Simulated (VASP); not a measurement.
# Ru6C in VASP: further runs

Runs on Ru6C. Level: LDA. Tasks: single point.

Program: VASP 6.6.1. These are calculated values, not measurements. Logs are shortened: lines on timing, memory, paths and dates and some standing lists are left out, and cuts for length are marked.

### 1 The cell of the first run

The cell holds a slab with vacuum, 7 atoms: a = 2.674 Å, b = 4.227 Å, c = 20.751 Å, α = 90.00°, β = 90.00°, γ = 90.00°.

### 2 Single point, LDA

The input, INCAR:

```
SYSTEM = Ru6C
ALGO = Normal
DIPOL = 0.5 0.5 0.350
EDIFF = 1E-6
ENCUT = 520
IDIPOL = 3
ISIF = 2
ISMEAR = 0
LASPH = .True.
LCHARG = .True.
LDIPOL = .True.
LELF = .True.
LREAL = .False.
LVACPOTAV = .True.
LVHAR = .True.
LWAVE = .False.
NBANDS = 53
NELM = 100
PREC = Accurate
SIGMA = 0.1
```

The input, KPOINTS:

```
k-points
0
Gamma
  10 6 1
  0 0 0
```

The input, POSCAR:

```
Ru6C
1.0
    2.6740588497      0.0000000000      0.0000000000
    0.0000000000      4.2267609849      0.0000000000
    0.0000000000      0.0000000000     20.7512332531
Ru C
6 1
Direct
    0.0000000000      0.7500000000      0.1927596279
    0.5000000000      0.2500000000      0.2299590699
    0.5000000000      0.7500000000      0.3043579540
    0.0000000000      0.2500000000      0.3397181852
    0.0000000000      0.7500000000      0.4149217975
    0.5000000000      0.2500000000      0.4458160698
    0.6666666667      0.3500000000      0.5224839109
```

Potentials or basis: VASP PAW LDA potentials, release 64 (Ru_pv, C).

The run is started by

```
$ cat potpaw_LDA.64/Ru_pv/POTCAR potpaw_LDA.64/C/POTCAR > POTCAR
$ mpirun -np 1 vasp_std > vasp.out
```

OUTCAR:

```text
SYSTEM = Ru6C
   EDIFF = 1E-6
   ENCUT = 520
   ISIF = 2
   ISMEAR = 0
   LASPH = .True.
   LREAL = .False.
   NELM = 100
   PREC = Accurate

 ion  position               nearest neighbor table
   1  0.000  0.750  0.193-   2 2.62   2 2.62   2 2.62   2 2.62   3 2.67   3 2.67
   2  0.500  0.250  0.230-   1 2.62   1 2.62   1 2.62   1 2.62   3 2.62   3 2.62   4 2.64   4 2.64

   3  0.500  0.750  0.304-   4 2.61   4 2.61   4 2.61   4 2.61   2 2.62   2 2.62   5 2.66   5 2.66
                             1 2.67   1 2.67
   4  0.000  0.250  0.340-   6 2.58   6 2.58   3 2.61   3 2.61   3 2.61   3 2.61   5 2.63   5 2.63
                             2 2.64   2 2.64
   5  0.000  0.750  0.415-   6 2.58   6 2.58   6 2.58   6 2.58   4 2.63   4 2.63   3 2.66   3 2.66

   6  0.500  0.250  0.446-   7 1.71   4 2.58   4 2.58   5 2.58   5 2.58   5 2.58   5 2.58
   7  0.667  0.350  0.522-   6 1.71

  LATTYP: Found a simple orthorhombic cell.
 ALAT       =     2.6740588497
 B/A-ratio  =     1.5806536888
 C/A-ratio  =     7.7602006610

  Lattice vectors:

 A1 = (   2.6740588497,   0.0000000000,   0.0000000000)
 A2 = (   0.0000000000,   4.2267609849,   0.0000000000)
 A3 = (   0.0000000000,   0.0000000000,  20.7512332531)

Analysis of symmetry for initial positions (statically):
=====================================================================
 Subroutine PRICEL returns:
 Original cell was already a primitive cell.

 Routine SETGRP: Setting up the symmetry group for a
 simple orthorhombic supercell.

 Subroutine GETGRP returns: Found  1 space group operations
 (whereof  1 operations were pure point group operations)
 out of a pool of  8 trial point group operations.

The static configuration has the point symmetry C_1 .

Analysis of symmetry for dynamics (positions and initial velocities):
=====================================================================
 Subroutine PRICEL returns:
 Original cell was already a primitive cell.

 Routine SETGRP: Setting up the symmetry group for a
 simple orthorhombic supercell.

 Subroutine GETGRP returns: Found  1 space group operations
 (whereof  1 operations were pure point group operations)
 out of a pool of  8 trial point group operations.

The dynamic configuration has the point symmetry C_1 .

 Subroutine INISYM returns: Found  1 space group operations
 (whereof  1 operations are pure point group operations),
 and found     1 'primitive' translations

----------------------------------------------------------------------------------------

                                     Primitive cell

  volume of cell :     234.5430

[... 112 lines left out ...]
   EFERMI =   0.00;   METHOD = LEGACY
   ISMEAR =     0;   SIGMA  =   0.10  broadening in eV -4-tet -1-fermi 0-gaus
   EFERMI_NEDOS =   21; number of points for ismear=-14 and -15
   IALGO  =     38    algorithm
   IMIX   =      4    mixing-type and parameters
     AMIX     =   0.40;   BMIX     =  1.00
     AMIX_MAG =   1.60;   BMIX_MAG =  1.00
  volume/ion in A,a.u.               =      33.51       226.11
  Fermi-wavevector in a.u.,A,eV,Ry     =   1.180760  2.231312 18.969155  1.394194
  Thomas-Fermi vector in A             =   2.317046
   LORBIT       =      0    0 simple, 1 ext, 2 COOP (PROOUT), +10 PAW based schemes
   GGA     = CA    functional components
   LHFCALC =     F    Hartree Fock is set to
   AEXX    =    0.0000 exact exchange contribution
   IVDW    =     0    specifies the selected vdW correction
   LEPSILON=     F    determine dielectric tensor
   LRPA    =     F    only Hartree local field effects (RPA)
 non-spin polarized calculation
 Gauss-broadening in eV      SIGMA  =   0.10
  energy-cutoff  :      520.00
  volume of cell :      234.54
 maximum number of plane-waves:      6366
 NGX is ok and might be reduce to    20
   NGX =  9   NGY = 15   NGZ = 77

 dipolmoment           0.000000      0.000000     -0.230019 electrons x Angstroem

 number of electron      88.0000001 magnetization

 dipolmoment           0.000000      0.000000      0.097711 electrons x Angstroem

 Free energy of the ion-electron system (eV)
  ---------------------------------------------------
  ext. energy  EPLUGINS =         0.00000000
  ---------------------------------------------------
  free energy    TOTEN  =       -66.39781037 eV

  energy without entropy =      -66.36557475  energy(sigma->0) =      -66.38169256

 E-fermi :   0.9624     XC(G=0):  -6.3388

 val. band max:        0.9598208499   @ k =   0.4000   0.3333   0.0000
 cond. band min:       0.9709365322   @ k =   0.4000  -0.3333   0.0000
 fundamental gap:      0.0111156822
 Fermi energy:         0.9623925201

 k-point     1 :       0.0000    0.0000    0.0000
  band No.  band energies     occupation
      1     -42.6696      2.00000
      2     -42.5869      2.00000
      3     -42.3550      2.00000
      4     -42.2593      2.00000
      5     -42.1405      2.00000
      6     -42.0126      2.00000
[... 1333 lines left out ...]
     52       3.3347      0.00000
     53       3.9946      0.00000

 [... further k-points ...]

------------------------ aborting loop because EDIFF is reached ----------------------------------------

  FORCE on cell =-STRESS in cart. coord.  units (eV):
  Direction    XX          YY          ZZ          XY          YZ          ZX
  --------------------------------------------------------------------------------------
  -------------------------------------------------------------------------------------
  Total       -1.6680695     -0.3435485      1.9488177      0.3275530      0.3771169      1.5941398
  in kB      -11.3946804     -2.3468003     13.3124879      2.2375336      2.5761075     10.8896625
  external PRESSURE =      -0.1429976 kB  Pullay stress =       0.0000000 kB

 VOLUME and BASIS-vectors are now :
 -----------------------------------------------------------------------------
  energy-cutoff  :      520.00
  volume of cell :      234.54
      direct lattice vectors                 reciprocal lattice vectors
     2.674058850  0.000000000  0.000000000     0.373963348  0.000000000  0.000000000
     0.000000000  4.226760985  0.000000000     0.000000000  0.236587780  0.000000000
     0.000000000  0.000000000 20.751233253     0.000000000  0.000000000  0.048189907

 POSITION                                       TOTAL-FORCE (eV/Angst)
 -----------------------------------------------------------------------------------
      0.00000      3.17007      4.00000         0.058544      0.055317      0.944365
      1.33703      1.05669      4.77193         0.040473     -0.031019     -0.387646
      1.33703      3.17007      6.31580        -0.155330     -0.125030     -0.060591
      0.00000      1.05669      7.04957        -0.257022      0.040435     -1.914852
      0.00000      3.17007      8.61014         0.041480      0.043053     -0.485356
      1.33703      1.05669      9.25123        -0.411833     -0.157948      1.561675
      1.78271      1.47937     10.84219         0.683688      0.175193      0.342403
 -----------------------------------------------------------------------------------
    total drift:                               -0.000041     -0.000041     -0.002276

  FREE ENERGIE OF THE ION-ELECTRON SYSTEM (eV)
  ---------------------------------------------------
  free  energy   TOTEN  =       -66.3978103698 eV

  energy  without entropy=      -66.3655747475  energy(sigma->0) =      -66.38169256

 vacuum level on the upper side and lower side of the slab         7.710         6.146
```

stdout:

```text
POSCAR found type information on POSCAR RuC
 POSCAR found :  2 types and       7 ions
 scaLAPACK will be used
 LDA part: xc-table for (Slater(with rela. corr.)+CA(PZ))
 , standard interpolation
 POSCAR, INCAR and KPOINTS ok, starting setup
 FFT: planning ... GRIDC
 FFT: planning ... GRID_SOFT
 FFT: planning ... GRID
 WAVECAR not read
 entering main loop
 -----------------------------------------------------------------------------
|                                                                             |
|           W    W    AA    RRRRR   N    N  II  N    N   GGGG   !!!           |
|           W    W   A  A   R    R  NN   N  II  NN   N  G    G  !!!           |
|           W    W  A    A  R    R  N N  N  II  N N  N  G       !!!           |
|           W WW W  AAAAAA  RRRRR   N  N N  II  N  N N  G  GGG   !            |
|           WW  WW  A    A  R   R   N   NN  II  N   NN  G    G                |
|           W    W  A    A  R    R  N    N  II  N    N   GGGG   !!!           |
|                                                                             |
|     Did not find any points to average over, which means that no vacuum     |
|     field-free region was found. Please increase the size of  your cell     |
|     in the dimension of the dipole correction to obtain accurate            |
|     workfunction values.                                                    |
|                                                                             |
 -----------------------------------------------------------------------------
```

It took 8.2 min on 1 thread of Intel Xeon 6975P-C (Granite Rapids), shared host; peak memory 0.44 GiB.

What came out:

* Free energy: -66.3978 eV
* Largest force: 1.932 eV/Å
* Band gap on the k mesh: zero (bands 44 and 45 overlap by 1.36 eV)

Forces on the atoms (eV/Å):
```
Ru   0.059  0.055  0.944
Ru   0.040 -0.031 -0.388
Ru  -0.155 -0.125 -0.061
Ru  -0.257  0.040 -1.915
Ru   0.041  0.043 -0.485
Ru  -0.412 -0.158  1.562
C    0.684  0.175  0.342
```

Levels at points of the mesh, in eV from the Fermi level:
| k point | band 40 | band 41 | band 42 | band 43 | band 44 | band 45 | band 46 | band 47 | band 48 | band 49 |
| --- | --- | --- | --- | --- | --- | --- | --- | --- | --- | --- |
| (0.00, 0.00, 0.00) | -1.71 | -1.59 | -1.28 | -1.01 | -0.72 | -0.61 | -0.19 | 0.14 | 0.96 | 1.22 |
| (0.50, 0.00, 0.00) | -0.88 | -0.53 | 0.04 | 0.15 | 0.34 | 0.99 | 1.45 | 1.50 | 1.89 | 1.91 |
| (0.00, 0.50, 0.00) | -1.40 | -1.18 | -0.85 | -0.80 | -0.25 | 0.14 | 0.37 | 0.48 | 0.58 | 0.70 |
| (0.50, 0.50, 0.00) | -1.01 | -0.24 | -0.04 | 0.45 | 0.76 | 1.05 | 1.11 | 1.44 | 1.66 | 1.77 |

### 3 Single point, LDA

The input, INCAR:

```
SYSTEM = Ru6C
ALGO = Normal
DIPOL = 0.5 0.5 0.346
EDIFF = 1E-6
ENCUT = 520
GGA = CA
IDIPOL = 3
ISIF = 2
ISMEAR = 0
LASPH = .True.
LCHARG = .False.
LDIPOL = .True.
LREAL = .False.
LWAVE = .False.
NBANDS = 53
NELM = 80
PREC = Accurate
SIGMA = 0.1
```

KPOINTS is that of step 2.

Changes to POSCAR since step 2:

```diff
@@ -14,2 +14,2 @@
     0.5000000000      0.2500000000      0.4458160698
-    0.6666666667      0.3500000000      0.5224839109
+    0.6666666667      0.5500000000      0.4978843442
```

Potentials or basis: VASP PAW LDA potentials, release 64 (Ru_pv, C).

The run is started by

```
$ cat potpaw_LDA.64/Ru_pv/POTCAR potpaw_LDA.64/C/POTCAR > POTCAR
$ mpirun -np 1 vasp_std > vasp.out
```

Wall time 8.3 min (1 thread of Intel Xeon 6975P-C (Granite Rapids), shared host); peak memory 0.44 GiB.

Results (log left out):

```yaml
Free_energy: -67.1767 eV
Largest_force: 2.411 eV/Å
Band_gap_on_the_k_mesh: zero (bands 44 and 45 overlap by 1.42 eV)
```

Forces on the atoms (eV/Å):
```
Ru  -0.030  0.008  0.908
Ru   0.066 -0.032 -0.596
Ru   0.028 -0.111 -0.379
Ru   0.125  0.037 -1.031
Ru  -0.655 -0.356  0.710
Ru  -0.670 -1.663  0.190
C    1.136  2.118  0.199
```

Levels at points of the mesh, in eV from the Fermi level:
| k point | band 40 | band 41 | band 42 | band 43 | band 44 | band 45 | band 46 | band 47 | band 48 | band 49 |
| --- | --- | --- | --- | --- | --- | --- | --- | --- | --- | --- |
| (0.00, 0.00, 0.00) | -1.65 | -1.63 | -1.28 | -1.04 | -0.75 | -0.68 | -0.20 | 0.74 | 0.87 | 1.15 |
| (0.50, 0.00, 0.00) | -0.84 | -0.54 | 0.06 | 0.14 | 0.66 | 1.07 | 1.41 | 1.48 | 1.77 | 1.90 |
| (0.00, 0.50, 0.00) | -1.41 | -1.17 | -0.85 | -0.82 | -0.28 | 0.00 | 0.40 | 0.44 | 0.58 | 0.66 |
| (0.50, 0.50, 0.00) | -0.90 | -0.22 | -0.07 | 0.49 | 0.59 | 0.87 | 1.16 | 1.37 | 1.64 | 1.72 |
